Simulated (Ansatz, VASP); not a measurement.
**One calculation of KI, two programs**

```
CELL_PARAMETERS angstrom
0.00000 3.53277 3.53277
3.53277 0.00000 3.53277
3.53277 3.53277 0.00000
ATOMIC_POSITIONS crystal
I 0.50000 0.50000 0.50000
K 0.00000 0.00000 0.00000
```

Alike in both runs: task single point; functional PBE0; k mesh 4 × 4 × 4; occupations fermi-dirac, width 0.05 eV; no spin polarisation.

|  | VASP | Ansatz |
| --- | --- | --- |
| version | VASP 6.6.1 | Ansatz 0.2.0 |
| potentials or method | VASP PAW PBE potentials, release 64 (I, K_sv) | Ansatz PAW |
| plane-wave cutoff (eV) | 520 | 420 |
| valence electrons in the cell | 16 | 26 |

|  | VASP | Ansatz | Ansatz less VASP |
| --- | --- | --- | --- |
| gap on the k mesh at the Fermi level (eV) | 5.66 | 5.66 | -0.007 |
| least direct gap on the mesh (eV) | 5.66 | 5.66 | -0.007 |
| pressure (GPa) | 0.4 | 0.4 | +0.02 |

VASP's potentials hold 16 valence electrons a cell and Ansatz's 26, so a difference there can come from the potentials and not from the codes.

Neither program's run includes spin-orbit coupling.
